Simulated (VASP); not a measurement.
Here is a VASP 6.6.1 calculation.

INCAR

```
  ALGO = Normal
  EDIFF = 1E-6
  ENCUT = 520
  ISIF = 2
  ISMEAR = -1
  LASPH = True
  LCHARG = False
  LREAL = False
  LWAVE = False
  NBANDS = 38
  NELM = 80
  PREC = Accurate
  SIGMA = 0.03
```

Contents of KPOINTS:

```
k-points
0
Gamma
  12 12 7
```

POSCAR

```
BiRh
1.0
    4.1349408734      0.0000000000      0.0000000000
   -2.0674704366      3.5809638394      0.0000000000
    0.0000000000      0.0000000000      5.6630000000
Bi Rh
2 2
Direct
    0.3333333333      0.6666666667      0.2500000000
    0.6666666667      0.3333333333      0.7500000000
    0.0000000000      0.0000000000      0.0000000000
    0.0000000000      0.0000000000      0.5000000000
```

Potentials or basis: VASP PAW LDA potentials, release 64 (Bi_d, Rh_pv).

Run with:

```bash
$ cat potpaw_LDA.64/Bi_d/POTCAR potpaw_LDA.64/Rh_pv/POTCAR > POTCAR
$ mpirun -np 1 vasp_std > vasp.out
```

**Question.** What does it give for the band gap on the k mesh?

**Answer.** Zero (bands 30 and 31 overlap by 2.43 eV).

**Question.** Predict the pressure.

**Answer.** -4.8 GPa.

Stress tensor (GPa, compression positive):
```
-4.68  0.00  0.00
 0.00 -4.68  0.00
 0.00  0.00 -4.93
```

Caveat: the cell differs from its parent crystal (equal xx and yy strain of +1 %); the cell stands under tension; spin-orbit coupling is left out, which moves the levels of the heavy elements.
